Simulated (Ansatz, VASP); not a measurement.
# Si2Mo: VASP beside Ansatz

INCAR

```
PREC = Accurate ; ENCUT = 520
EDIFF = 1E-8 ; ISMEAR = -1
SIGMA = 0.08 ; LREAL = F
LASPH = T ; NELM = 60
ALGO = Normal ; ISIF = 2
LWAVE = F ; LCHARG = F
GGA = PS ; LEFG = T
NBANDS = 18
```

File KPOINTS:

```
regular mesh
0
Gamma
  16 16 16
```

File POSCAR:

```
Si2Mo
1.0
   -1.6000000000      1.6000000000      3.9698050000
    1.6000000000     -1.6000000000      3.9698050000
    1.6000000000      1.6000000000     -3.9698050000
Si Mo
2 1
Direct
    0.3330000000      0.3330000000      0.0000000000
    0.6670000000      0.6670000000      0.0000000000
    0.0000000000      0.0000000000      0.0000000000
```

Input for Ansatz:

```yaml
crystal:
  lattice:
    - [-1.6, 1.6, 3.969805]
    - [1.6, -1.6, 3.969805]
    - [1.6, 1.6, -3.969805]
  atoms:
    - { symbol: Si, position: [0.333, 0.333, 0.0] }
    - { symbol: Si, position: [0.667, 0.667, 0.0] }
    - { symbol: Mo, position: [0.0, 0.0, 0.0] }
kpoints:
  mp_grid: { grid: [16, 16, 16] }
scf:
  occupations: { method: fermi_dirac, width: 0.08 }
hamiltonian:
  xc: pbesol
  pseudopotentials: { kind: paw }
output:
  forces: true
  stress: true
  eigenvalues: true
  efg: { contact_densities: true }
```

Change from the starting cell: zz strain of +1 %, PAW files.

Alike in both runs: task electric field gradients; functional PBEsol; k mesh 16 × 16 × 16; occupations fermi-dirac, width 0.08 eV; no spin polarisation.

|  | VASP | Ansatz |
| --- | --- | --- |
| version | VASP 6.6.1 | Ansatz 0.2.0 |
| potentials or method | VASP PAW PBE potentials, release 64 (Si, Mo_sv) | PAW with Ansatz's default frozen-core files, scalar-relativistic |
| plane-wave cutoff (eV) | 520 | 420 |
| valence electrons in the cell | 22 | 22 |

Ansatz gave:

| Item | Value |
| --- | --- |
| pressure (GPa) | -4.9 |
| traceless stress, the component that is largest in VASP (GPa) | -3.45 |
| rms of the force components (eV/Å) | 0.163 |
| size of Vzz on the site where it differs most (V/Å²) | 46.5 |

Which values does VASP return?

Pressure (GPa): -4.6; traceless stress, the component that is largest in VASP (GPa): -3.45; rms of the force components (eV/Å): 0.161; size of Vzz on the site where it differs most (V/Å²): 46.3.

VASP's potentials were made for PBE, not for PBEsol. Atom by atom the forces differ by 0.002 eV/Å (rms over components).
